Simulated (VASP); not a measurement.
## Se: single point with LDA

Se:

```
Se
1.0
     0.00000    3.21366    2.95656
     3.21366    0.00000    2.95656
     3.21366    3.21366    0.00000
Se
2
Direct
  0.50000 0.50000 0.50000
  0.75000 0.75000 0.75000
```

This cell differs from its parent crystal: ratio of the length along z to the lengths across it x 0.92, volume and fractional coordinates fixed.

| Quantity | Value |
| --- | --- |
| Program | VASP 6.6.1 |
| Task | single point |
| Functional | LDA |
| Potentials or basis | VASP PAW LDA potentials, release 64 (Se) |
| Cutoff | 520 eV |
| k mesh | 14 × 14 × 14 |
| Occupations | gaussian, width 0.15 eV |
| Spin | no spin polarisation |

* Pressure: -1.9 GPa
* Band gap on the k mesh: zero (band 6 reaches 2.54 eV, above the bottom of band 7 at 1.52 eV)

Stress tensor (GPa, compression positive):
```
-1.44  0.00  0.00
 0.00 -1.44  0.00
 0.00  0.00 -2.72
```

Levels at points of the mesh, in eV from the Fermi level:
```tsv
k point	band 4	band 5	band 6	band 7	band 8	band 9
(0.00, 0.00, 0.00)	-3.63	-3.15	-1.01	-0.64	-0.64	4.11
(0.50, 0.00, 0.00)	-4.21	-3.97	0.28	0.33	1.74	6.66
(0.50, 0.50, 0.00)	-5.22	-2.14	-2.14	2.37	2.37	6.28
(0.50, 0.00, 0.50)	-4.86	-1.94	-1.94	2.13	2.13	5.92
```

Run time: 2.8 min on 1 thread of AMD EPYC 7R43 64-Core Processor (Zen 3), with other jobs on the host, peak memory 0.24 GiB.
